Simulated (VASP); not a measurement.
Wanted: the native input for a VASP 6.6.1 run.

- Task: single point
- Functional: LDA
- Potentials or basis: VASP PAW LDA potentials, release 64 (Sn_d, Se)
- Cutoff: 520 eV
- k mesh: 6 × 6 × 4
- Occupations: gaussian, width 0.05 eV
- Spin: no spin polarisation
- Dipole correction: no
- Further INCAR settings: ALGO = Normal; EDIFF = 1e-06; NBANDS = 28

The structure of SnSe lies in POSCAR:

```
SnSe
1.0
    4.3710339675      0.0000000000      0.0000000000
    0.0000000000      4.3710339675      0.0000000000
    0.0000000000      0.0000000000     10.9906921300
Sn Se
2 2
Direct
    0.5000000000      0.0000000000      0.3722291100
    0.0000000000      0.5000000000      0.6277708900
    0.5000000000      0.0000000000      0.6160394900
    0.0000000000      0.5000000000      0.3839605100
```

This cell differs from its parent crystal: strain +0.0200 x Voigt [1, 1, 0, 0, 0, 0].

These files were run (other wordings do the same):

INCAR

```
PREC     = Accurate       # precision mode
ENCUT    = 520            # plane-wave cutoff, eV
EDIFF    = 1E-6           # SCF threshold, eV
ISMEAR   = 0              # smearing method
SIGMA    = 0.05           # smearing width, eV
LREAL    = False          # projectors in reciprocal space
LASPH    = True           # aspherical terms in the spheres
NELM     = 60             # most SCF steps
ALGO     = Normal         # electronic algorithm
ISIF     = 2              # what is computed and relaxed
LWAVE    = False          # write WAVECAR
LCHARG   = False          # write CHGCAR
GGA      = CA             # functional
NBANDS   = 28             # bands
```

KPOINTS

```
regular mesh
0
Gamma
  6 6 4
```

Potentials or basis: VASP PAW LDA potentials, release 64 (Sn_d, Se).

Launch:

```bash
$ cat potpaw_LDA.64/Sn_d/POTCAR potpaw_LDA.64/Se/POTCAR > POTCAR
$ mpirun -np 1 vasp_std > vasp.out
```

It gave:

```json
{"Largest force": "0.326 eV/Å", "Band gap on the k mesh": "1.44 eV"}
```

Caveat: the cell differs from its parent crystal (strain +0.0200 x Voigt [1, 1, 0, 0, 0, 0]); spin-orbit coupling is left out, which moves the levels of the heavy elements.

Run time: 5 min on 1 thread of Intel Xeon 8259CL, on a shared host, peak memory 0.36 GiB.
